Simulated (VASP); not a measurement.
Set up this calculation in VASP 6.6.1, as the native input.

| Quantity | Value |
| --- | --- |
| Task | single point |
| Functional | revPBE |
| Dispersion | D3(BJ) |
| Potentials or basis | VASP PAW PBE potentials, release 64 (Mg, O) |
| Cutoff | 600 eV |
| k mesh | 5 × 5 × 5 |
| Occupations | gaussian, width 0.01 eV |
| Spin | no spin polarisation |
| Dipole correction | no |
| Further INCAR settings | ALGO = Normal; EDIFF = 1e-06; NBANDS = 11 |

The structure of MgO (Periclase) lies in POSCAR:

```
MgO
1.0
    0.0000000000      2.0983810436      2.0983810436
    2.0983810436      0.0000000000      2.0983810436
    2.0983810436      2.0983810436      0.0000000000
Mg O
1 1
Direct
    0.0000000000      0.0000000000      0.0000000000
    0.5000000000      0.5000000000      0.5000000000
```

One way to write it, as run:

INCAR

```
SYSTEM = MgO
ALGO = Normal
EDIFF = 1E-6
ENCUT = 600
GGA = RE
GGA_COMPAT = .FALSE.
ISIF = 2
ISMEAR = 0
IVDW = 12
LASPH = .TRUE.
LCHARG = .TRUE.
LELF = .TRUE.
LREAL = .FALSE.
LVHAR = .TRUE.
LWAVE = .FALSE.
NBANDS = 11
NELM = 120
PREC = Accurate
SIGMA = 0.01
```

KPOINTS

```
k-points
0
G
  5 5 5
  0 0 0
```

Potentials or basis: VASP PAW PBE potentials, release 64 (Mg, O).

Command:

```sh
$ cat potpaw_PBE.64/Mg/POTCAR potpaw_PBE.64/O/POTCAR > POTCAR
$ mpirun -np 1 vasp_std > vasp.out
```

It gave:

```json
{
  "Pressure": "-1.2 GPa",
  "Band gap on the k mesh": "4.92 eV, direct",
  "Dispersion energy per atom": "-0.579 eV"
}
```

Caveat: the k points lie up to 0.52 Å⁻¹ apart; the PAW data sets were made with another functional, which shifts forces and pressure a little.

Wall time 8.5 s on 1 thread of AMD EPYC 7R13 (shared host), peak memory 0.12 GiB.
